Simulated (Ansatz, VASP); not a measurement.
Br in VASP and in Ansatz

```xyz
3
Lattice="4.1102 0.0000 0.0000 -2.0551 3.5595 0.0000 0.0000 0.0000 7.3759" Properties=species:S:1:pos:R:3 pbc="T T T"
Br    0.3866    0.0000    2.4586
Br   -0.1933    0.3348    4.9172
Br    1.8618    3.2247    0.0000
```

Alike in both runs: functional r2SCAN; k mesh 6 × 6 × 4; occupations gaussian, width 0.1 eV; no spin polarisation.

Ansatz relaxed the structure, and its values are those at the end. VASP's run is a single point on that final structure, the one shown.

|  | VASP | Ansatz |
| --- | --- | --- |
| version | VASP 6.6.1 | Ansatz 0.2.0 |
| potentials or method | VASP PAW PBE potentials, release 64 (Br), cutoff 520 eV | scalar-relativistic, plane waves, PAW |
| valence electrons in the cell | 21 | 21 |

```tsv
	VASP	Ansatz	Ansatz less VASP
gap on the k mesh at the Fermi level (eV)	none	none	-
pressure (GPa)	0.1	0.1	+0.02
```

VASP's potentials were made for PBE, not for r2SCAN. A gap of «none» marks a metal or a gap that the smearing closes. With one functional, cell and mesh, what is left measures potentials, basis and numerics.
